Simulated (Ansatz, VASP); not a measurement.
**Two plane-wave programs on AlB3P4**

```
CELL_PARAMETERS angstrom
-2.40506 2.40506 4.78072
2.40506 -2.40506 4.78072
2.40506 2.40506 -4.78072
ATOMIC_POSITIONS crystal
Al 0.00000 0.00000 0.00000
B 0.50000 0.50000 0.00000
B 0.25000 0.75000 0.50000
B 0.75000 0.25000 0.50000
P 0.58819 0.58819 0.44551
P 0.14269 0.14269 0.55449
P 0.85731 0.41181 0.00000
P 0.41181 0.85731 0.00000
```

Alike in both runs: task relaxation of cell and atoms; functional PBE; k mesh 8 × 8 × 8; occupations gaussian, width 0.02 eV; no spin polarisation.

|  | VASP | Ansatz |
| --- | --- | --- |
| version | VASP 6.6.1 | Ansatz 0.2.0 |
| potentials or method | VASP PAW PBE potentials, release 64 (Al, B, P), cutoff 600 eV | scalar-relativistic, plane waves, PAW |
| valence electrons in the cell | 32 | 32 |

```tsv
	VASP	Ansatz	Ansatz less VASP
gap on the k mesh at the Fermi level, each at its own relaxed structure (eV)	0.92	0.92	+0.005
relaxed volume (Å³/atom)	13.80	13.83	+0.023
relaxed length of the cell vector where the two differ most in proportion (Å)	5.864	5.867	+0.0032
```
